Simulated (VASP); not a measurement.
Wanted: the native input for a VASP 6.6.1 run.

- Task: single point
- Functional: PBE0
- Potentials or basis: VASP PAW PBE potentials, release 64 (Be, Se, S)
- Cutoff: 520 eV
- k mesh: 4 × 3 × 2
- Occupations: fermi-dirac, width 0.05 eV
- Spin: no spin polarisation
- Dipole correction: no
- Grid for exact exchange (PRECFOCK): Fast
- Further INCAR settings: ALGO = Normal; EDIFF = 1e-06; NBANDS = 26
- Share of exact exchange: 0.25

Crystal: Be4Se3S.

```
Be Se S
1.0
     2.41900   -2.41900    0.00000
     0.00000    0.00000    4.83800
    -5.21970   -5.21970    0.00000
Be Se S
4 3 1
Direct
  0.97497 0.99320 0.99848
  0.05740 0.00329 0.48124
  0.43638 0.49765 0.75626
  0.49885 0.46326 0.25167
  0.98597 0.26226 0.73393
  0.94616 0.25345 0.22529
  0.50436 0.70921 0.46708
  0.52972 0.75620 0.99404
```

One way to write it, as run:

POSCAR

```
Be4Se3S
1.0
    2.4189980000     -2.4189980000      0.0000000000
    0.0000000000      0.0000000000      4.8379970000
   -5.2197040000     -5.2197040000      0.0000000000
Be Se S
4 3 1
Direct
    0.9749730000      0.9931980000      0.9984800000
    0.0573960000      0.0032880000      0.4812360000
    0.4363760000      0.4976490000      0.7562650000
    0.4988460000      0.4632630000      0.2516650000
    0.9859710000      0.2622630000      0.7339270000
    0.9461560000      0.2534470000      0.2252950000
    0.5043580000      0.7092140000      0.4670800000
    0.5297180000      0.7562020000      0.9940370000
```

INCAR.step1

```
SYSTEM = Be4Se3S
PREC = Accurate
ENCUT = 520
EDIFF = 1E-5
ISMEAR = -1
SIGMA = 0.05
LREAL = .FALSE.
LASPH = .TRUE.
NELM = 100
ALGO = Normal
ISIF = 2
LWAVE = .TRUE.
LCHARG = .FALSE.
NBANDS = 26
GGA = PE
```

INCAR.step2

```
SYSTEM = Be4Se3S
PREC = Accurate
ENCUT = 520
EDIFF = 1E-6
ISMEAR = -1
SIGMA = 0.05
LREAL = .FALSE.
LASPH = .TRUE.
NELM = 100
ALGO = Normal
ISIF = 2
LWAVE = .FALSE.
LCHARG = .FALSE.
GGA = PE
LHFCALC = .TRUE.
AEXX = 0.25
PRECFOCK = Fast
NBANDS = 26
ISTART = 1
```

KPOINTS

```
Automatic mesh
0
G
  4 3 2
  0 0 0
```

Potentials or basis: VASP PAW PBE potentials, release 64 (Be, Se, S).

Run with:

```sh
$ cat potpaw_PBE.64/Be/POTCAR potpaw_PBE.64/Se/POTCAR potpaw_PBE.64/S/POTCAR > POTCAR
$ cp INCAR.step1 INCAR
$ mpirun -np 1 vasp_std > vasp.out
$ cp INCAR.step2 INCAR
$ mpirun -np 1 vasp_std > vasp.out
```

Results of the run:

| Quantity | Value |
| --- | --- |
| Pressure | 11.9 GPa |
| Largest force | 5.042 eV/Å |
| Band gap on the k mesh | 3.34 eV (least direct gap 3.42 eV) |

Caveat: the k points lie up to 0.46 Å⁻¹ apart; the PAW data sets were made with another functional, which shifts forces and pressure a little.

Run time: 17 min on 1 thread of Intel Xeon 8259CL (shared host), peak memory 0.27 GiB.
